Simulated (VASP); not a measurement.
Here is a VASP 6.6.1 calculation.

The input INCAR:

```
SYSTEM = HfO2
PREC = Accurate ; ENCUT = 520
EDIFF = 1E-6 ; ISMEAR = -1
SIGMA = 0.08 ; LREAL = .False.
LASPH = .True. ; NELM = 80
ALGO = Normal ; ISIF = 2
LWAVE = .False. ; LCHARG = .False.
GGA = PE ; NBANDS = 18
```

KPOINTS

```
Automatic mesh
0
Gamma
  13 13 7
  0 0 0
```

File POSCAR:

```
HfO2
1.0
    3.2523076725      0.0000000000      0.0000000000
   -1.6261538363      2.8165810653      0.0000000000
    0.0000000000      0.0000000000      5.5797322644
Hf O
1 2
Direct
    0.0000000000      0.0000000000      0.0000000000
    0.3333333333      0.6666666667      0.1738101705
    0.6666666667      0.3333333333      0.8261898295
```

Potentials or basis: VASP PAW PBE potentials, release 64 (Hf_pv, O).

Launch:

```bash
$ cat potpaw_PBE.64/Hf_pv/POTCAR potpaw_PBE.64/O/POTCAR > POTCAR
$ mpirun -np 1 vasp_std > vasp.out
```

**Question.** Estimate the pressure.

**Answer.** -2.0 GPa.

**Question.** Predict the band gap on the k mesh.

**Answer.** 4.77 eV (least direct gap 5.01 eV).

Stress tensor (GPa, compression positive):
```
-2.42  0.00  0.00
 0.00 -2.42  0.00
 0.00  0.00 -1.29
```

Caveat: spin-orbit coupling is left out, which moves the levels of the heavy elements; an odd mesh through Γ misses points on the zone boundary, where band edges can lie.
